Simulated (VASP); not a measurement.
Write the native input for VASP 6.6.1 that does the following.

```
Task                   : single point
Functional             : revPBE
Potentials or basis    : VASP PAW PBE potentials, release 64 (Ag)
Cutoff                 : 520 eV
k mesh                 : 11 × 11 × 11
Occupations            : fermi-dirac, width 0.05 eV
Spin                   : no spin polarisation
Dipole correction      : no
Further INCAR settings : ALGO = Normal; EDIFF = 1e-06; NBANDS = 12
```

The structure of Ag lies in POSCAR:

```
Ag
1.0
   -1.6685428427      1.6685428427      1.6685428427
    1.6685428427     -1.6685428427      1.6685428427
    1.6685428427      1.6685428427     -1.6685428427
Ag
1
Direct
    0.0000000000      0.0000000000      0.0000000000
```

One way to write it, as run:

INCAR

```
PREC = Accurate ; ENCUT = 520
EDIFF = 1E-6 ; ISMEAR = -1
SIGMA = 0.05 ; LREAL = F
LASPH = T ; NELM = 80
ALGO = Normal ; ISIF = 2
LWAVE = F ; LCHARG = F
GGA = RE ; NBANDS = 12
```

KPOINTS

```
regular mesh
0
Gamma
  11 11 11
```

Potentials or basis: VASP PAW PBE potentials, release 64 (Ag).

Command:

```bash
$ cat potpaw_PBE.64/Ag/POTCAR > POTCAR
$ mpirun -np 1 vasp_std > vasp.out
```

Results of the run:

```
Pressure : -0.1 GPa
```

Caveat: the PAW data sets were made with another functional, which shifts forces and pressure a little.

Wall time 10 s on 1 thread of Intel Xeon 8259CL, on a shared host, peak memory 0.14 GiB.
